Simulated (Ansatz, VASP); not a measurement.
# Two plane-wave programs on Ir

```xyz
3
Lattice="4.4251 0.0000 0.0000 -2.2125 3.8322 0.0000 0.0000 0.0000 2.7274" Properties=species:S:1:pos:R:3 pbc="T T T"
Ir    4.4251    0.0000    0.0000
Ir    0.0000    2.5548    1.3637
Ir    2.2125    1.2774    1.3637
```

Alike in both runs: task single point; functional LDA; k mesh 10 × 10 × 13; occupations fermi-dirac, width 0.1 eV; no spin polarisation.

|  | VASP | Ansatz |
| --- | --- | --- |
| version | VASP 6.6.1 | Ansatz 0.2.0 |
| potentials or method | VASP PAW LDA potentials, release 64 (Ir), cutoff 520 eV | plane waves (420 eV) with PAW, scalar-relativistic |
| valence electrons in the cell | 27 | 51 |

```csv
,VASP,Ansatz,Ansatz less VASP
pressure (GPa),-22.2,-23.8,-1.64
"traceless stress, the component that is largest in VASP (GPa)",0.80,1.03,+0.234
```

Ansatz warns that its potentials were made for another functional, while VASP's fit it. LDA's correlation is that of Perdew and Zunger in VASP and of Perdew and Wang (1992) in Ansatz. VASP's potentials hold 27 valence electrons a cell and Ansatz's 51, so a difference there can come from the potentials and not from the codes.

Neither program's run includes spin-orbit coupling.
